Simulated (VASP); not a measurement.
Write the native input for VASP 6.6.1 that does the following.

```yaml
Task: relaxation of cell and atoms
Functional: PBE
Potentials_or_basis: VASP PAW PBE potentials, release 64 (B, C)
Cutoff: 600 eV
k_mesh: 12 × 12 × 8
Occupations: gaussian, width 0.1 eV
Spin: no spin polarisation
Dipole_correction: no
Further_INCAR_settings: ALGO = Normal; EDIFF = 1e-06; IBRION = 2; EDIFFG = -0.01; NSW = 100; ISIF = 3
```

The structure of B2C3 lies in POSCAR:

```
B2C3
1.0
    3.4908264500      0.0000000000      0.0000000000
   -1.7454132250      3.0231443859      0.0000000000
    0.0000000000      0.0000000000      5.7176480083
B C
2 3
Direct
    0.3333333333      0.6666666667      0.3651302701
    0.3333333333      0.6666666667      0.6348697299
    0.3333333333      0.6666666667      0.8816317526
    0.3333333333      0.6666666667      0.1183682474
    0.6666666667      0.3333333333      0.0000000000
```

The cell was generated, and may not be a known phase.

The input as run:

INCAR

```
  PREC = Accurate
  ENCUT = 600
  EDIFF = 1E-6
  ISMEAR = 0
  SIGMA = 0.1
  LREAL = False
  LASPH = True
  NELM = 60
  ALGO = Normal
  ISIF = 3
  LWAVE = False
  LCHARG = False
  GGA = PE
  IBRION = 2
  NSW = 100
  EDIFFG = -0.01
```

KPOINTS

```
regular mesh
0
Gamma
  12 12 8
```

Potentials or basis: VASP PAW PBE potentials, release 64 (B, C).

Launch:

```bash
$ cat potpaw_PBE.64/B/POTCAR potpaw_PBE.64/C/POTCAR > POTCAR
$ mpirun -np 1 vasp_std > vasp.out
```

Results of the run:

The relaxed volume is 11.93 Å³/atom, the relaxed cell is a = 3.470 Å, b = 3.470 Å, c = 5.720 Å, α = 90.00°, β = 90.00°, γ = 120.00° and the space group after relaxing (to 0.1 Å) is P-6m2 (No. 187). The energy gained by relaxing is 0.2 meV/atom. The ionic steps are 8. The pressure after relaxing is 0.0 GPa and the band gap on the k mesh is zero (bands 9 and 10 overlap by 1.38 eV).

Wall time 2.5 min on 1 thread of Intel(R) Xeon(R) 6975P-C (Granite Rapids) (shared host), peak memory 0.23 GiB.
